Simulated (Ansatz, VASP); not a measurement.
## NbAs: VASP beside Ansatz

File INCAR:

```
ALGO = Normal
EDIFF = 1E-7
EDIFFG = -0.08
ENCUT = 500
GGA = PE
GGA_COMPAT = False
IBRION = 2
ISIF = 3
ISMEAR = 0
LASPH = True
LCHARG = False
LREAL = False
LWAVE = False
NELM = 120
NELMIN = 4
NSW = 36
PREC = Accurate
SIGMA = 0.2
```

KPOINTS

```
k-points
0
Gamma
  6 6 3
```

File POSCAR:

```
NbAs
1.0
    3.6000000000      0.0000000000      0.0000000000
   -1.8000000000      3.1176914500      0.0000000000
    0.0000000000      0.0000000000      6.4000000000
Nb As
2 2
Direct
    0.0000000000      0.0000000000      0.0000000000
    0.0000000000      0.0000000000      0.5000000000
    0.6666666700      0.3333333300      0.7500000000
    0.3333333300      0.6666666700      0.2500000000
```

Input for Ansatz:

```yaml
crystal:
  lattice:
    - [3.6, 0.0, 0.0]
    - [-1.8, 3.11769145, 0.0]
    - [0.0, 0.0, 6.4]
  atoms:
    - { symbol: Nb, position: [0.0, 0.0, 0.0] }
    - { symbol: Nb, position: [0.0, 0.0, 0.5] }
    - { symbol: As, position: [0.66666667, 0.33333333, 0.75] }
    - { symbol: As, position: [0.33333333, 0.66666667, 0.25] }
basis:
  ecutwfc: 420
kpoints:
  mp_grid: { grid: [6, 6, 3] }
hamiltonian:
  xc: pbe
scf:
  occupations: { method: gaussian, width: 0.2 }
  lower_state_search: "off"
output:
  forces: true
  stress: true
  eigenvalues: true
relax:
  adjacent_minimum: "off"
  f_tol: 0.08
  max_steps: 16
  cell: { stress_tol: 0.8 }
```

Alike in both runs: task relaxation of cell and atoms; functional PBE; k mesh 6 × 6 × 3; occupations gaussian, width 0.2 eV; no spin polarisation.

|  | VASP | Ansatz |
| --- | --- | --- |
| version | VASP 6.6.1 | Ansatz 0.2.0 |
| potentials or method | VASP PAW PBE potentials, release 64 (Nb_sv, As), cutoff 500 eV | scalar-relativistic, plane waves, PAW |
| valence electrons in the cell | 36 | 56 |

Ansatz gave:

```
gap on the k mesh at the Fermi level, each at its own relaxed structure (eV) : none
relaxed volume (Å³/atom)                                                     : 17.75
relaxed cell length with the largest relative difference (Å)                 : 3.417
```

Problem. Which values does VASP return?

Solution. gap on the k mesh at the Fermi level, each at its own relaxed structure (eV): none; relaxed volume (Å³/atom): 17.71; relaxed cell length with the largest relative difference (Å): 3.409.

A gap of «none» marks a metal or a gap that the smearing closes. VASP's potentials hold 36 valence electrons a cell and Ansatz's 56, so a difference there can come from the potentials and not from the codes.
